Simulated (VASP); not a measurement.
# K: single point with RPBE

Crystal: K.

```
CELL_PARAMETERS angstrom
-2.75477 2.75477 2.75477
2.75477 -2.75477 2.75477
2.75477 2.75477 -2.75477
ATOMIC_POSITIONS crystal
K 0.00000 0.00000 0.00000
```

This cell differs from its parent crystal: volume scaled by 1.04.

* Program: VASP 6.6.1
* Task: single point
* Functional: RPBE
* Potentials or basis: VASP PAW PBE potentials, release 64 (K_sv)
* Cutoff: 520 eV
* k mesh: 14 × 14 × 14
* Occupations: fermi-dirac, width 0.1 eV
* Spin: no spin polarisation
* Dipole correction: no
* Further INCAR settings: ALGO = Normal; EDIFF = 1e-07; NBANDS = 10

The pressure is -0.1 GPa.

Levels at points of the mesh, in eV from the Fermi level:
```csv
k point,band 1,band 2,band 3,band 4,band 5,band 6,band 7,band 8
"(0.00, 0.00, 0.00)",-32.33,-15.74,-15.74,-15.74,-1.98,4.21,4.21,4.21
"(0.50, 0.00, 0.00)",-32.33,-15.78,-15.76,-15.74,0.46,0.60,3.13,4.64
"(0.50, 0.50, 0.50)",-32.33,-15.77,-15.77,-15.77,1.70,1.70,3.16,3.16
```

Run time: 60 s on 1 thread of Intel Xeon 8259CL (shared host), peak memory 0.24 GiB.

Caveat: the PAW data sets were made with another functional, which shifts forces and pressure a little.
